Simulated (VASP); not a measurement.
Write the native input for VASP 6.6.1 that does the following.

| Item | Value |
| --- | --- |
| Task | single point |
| Functional | PBE |
| Potentials or basis | VASP PAW PBE potentials, release 64 (Sn_d, Mg, N) |
| Cutoff | 520 eV |
| k mesh | 8 × 8 × 4 |
| Occupations | fermi-dirac, width 0.05 eV |
| Spin | no spin polarisation |
| Dipole correction | no |
| Further INCAR settings | ALGO = Normal; EDIFF = 1e-06; NBANDS = 28 |

The structure of MgSn2N2 lies in POSCAR:

```
MgSn2N2
1.0
    3.3605490000      0.0000000000      0.0000000000
    0.0000000000      3.3605490000      0.0000000000
    0.0000000000      0.0000000000      8.1883940000
Sn Mg N
2 1 2
Direct
    0.0000000000      0.0000000000      0.3078630000
    0.0000000000      0.0000000000      0.6921370000
    0.5000000000      0.5000000000      0.0000000000
    0.5000000000      0.0000000000      0.8473020000
    0.0000000000      0.5000000000      0.1526980000
```

These files were run (other wordings do the same):

INCAR

```
PREC = Accurate
ENCUT = 520
EDIFF = 1E-6
ISMEAR = -1
SIGMA = 0.05
LREAL = F
LASPH = T
NELM = 100
ALGO = Normal
ISIF = 2
LWAVE = F
LCHARG = T
GGA = PE
LELF = T
LVHAR = T
NBANDS = 28
```

KPOINTS

```
Automatic mesh
0
Gamma
  8 8 4
```

Potentials or basis: VASP PAW PBE potentials, release 64 (Sn_d, Mg, N).

Launch:

```console
$ cat potpaw_PBE.64/Sn_d/POTCAR potpaw_PBE.64/Mg/POTCAR potpaw_PBE.64/N/POTCAR > POTCAR
$ mpirun -np 1 vasp_std > vasp.out
```

Results of the run:

```json
{
  "Pressure": "0.1 GPa",
  "Largest force": "0.151 eV/Å",
  "Band gap on the k mesh": "zero (bands 20 and 21 overlap by 1.38 eV)"
}
```

Caveat: spin-orbit coupling is left out, which moves the levels of the heavy elements.

Wall time 3.4 min on 1 thread of Intel Xeon 8259CL (shared host), peak memory 0.28 GiB.
